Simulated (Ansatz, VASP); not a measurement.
## One calculation of Mo, two programs

POSCAR

```
Mo
1.0
   -1.5816586698      1.5816586698      1.5816586698
    1.5816586698     -1.5816586698      1.5816586698
    1.5816586698      1.5816586698     -1.5816586698
Mo
1
Direct
    0.0000000000      0.0000000000      0.0000000000
```

The input INCAR.step1:

```
SYSTEM = Mo
ALGO     = Normal         ! electronic algorithm
EDIFF    = 1E-4           ! SCF threshold, eV
ENCUT    = 520            ! plane-wave cutoff, eV
GGA      = PE             ! functional
ISMEAR   = 0              ! smearing method
LASPH    = .True.         ! aspherical terms in the spheres
LCHARG   = .False.        ! write CHGCAR
LREAL    = .False.        ! projectors in reciprocal space
LWAVE    = .True.         ! write WAVECAR
NBANDS   = 13             ! bands
NELM     = 60             ! most SCF steps
PREC     = Accurate       ! precision mode
SIGMA    = 0.05           ! smearing width, eV
```

Contents of INCAR.step2:

```
SYSTEM = Mo
ALGO     = Normal         ! electronic algorithm
EDIFF    = 1E-6           ! SCF threshold, eV
ENCUT    = 520            ! plane-wave cutoff, eV
ISIF     = 2              ! what is computed and relaxed
ISMEAR   = 0              ! smearing method
ISTART   = 1            
LASPH    = .True.         ! aspherical terms in the spheres
LCHARG   = .True.         ! write CHGCAR
LELF     = .True.         ! ELF
LMIXTAU  = .True.       
LREAL    = .False.        ! projectors in reciprocal space
LVHAR    = .True.       
LWAVE    = .False.        ! write WAVECAR
METAGGA  = R2SCAN         ! meta-GGA
NBANDS   = 13             ! bands
NELM     = 60             ! most SCF steps
PREC     = Accurate       ! precision mode
SIGMA    = 0.05           ! smearing width, eV
```

File KPOINTS:

```
k-points
0
Gamma
  18 18 18
  0 0 0
```

Input for Ansatz:

```yaml
crystal:
  lattice:
    - [-1.5816586698, 1.5816586698, 1.5816586698]
    - [1.5816586698, -1.5816586698, 1.5816586698]
    - [1.5816586698, 1.5816586698, -1.5816586698]
  atoms:
    - { symbol: Mo, position: [0.0, 0.0, 0.0] }
basis:
  ecutwfc: 500
  ecutrho_ratio: 4
kpoints:
  mp_grid: { grid: [18, 18, 18] }
hamiltonian:
  xc: r2scan
scf:
  occupations: { method: gaussian, width: 0.05 }
output:
  forces: true
  stress: true
  eigenvalues: true
```

Alike in both runs: task single point; functional r2SCAN; k mesh 18 × 18 × 18; occupations gaussian, width 0.05 eV; no spin polarisation.

```csv
,VASP,Ansatz
version,VASP 6.6.1,Ansatz 0.2.0
potentials or method,"VASP PAW PBE potentials, release 64 (Mo_sv), cutoff 520 eV","scalar-relativistic, plane waves, PAW"
valence electrons in the cell,14,14
```

Ansatz gave:

* gap on the k mesh at the Fermi level (eV): none
* pressure (GPa): -3.2

Problem. Estimate VASP's values.

Solution. gap on the k mesh at the Fermi level (eV): none; pressure (GPa): -2.2.

VASP's potentials were made for PBE, not for r2SCAN. A gap of «none» marks a metal or a gap that the smearing closes. With one functional, cell and mesh, what is left measures potentials, basis and numerics.
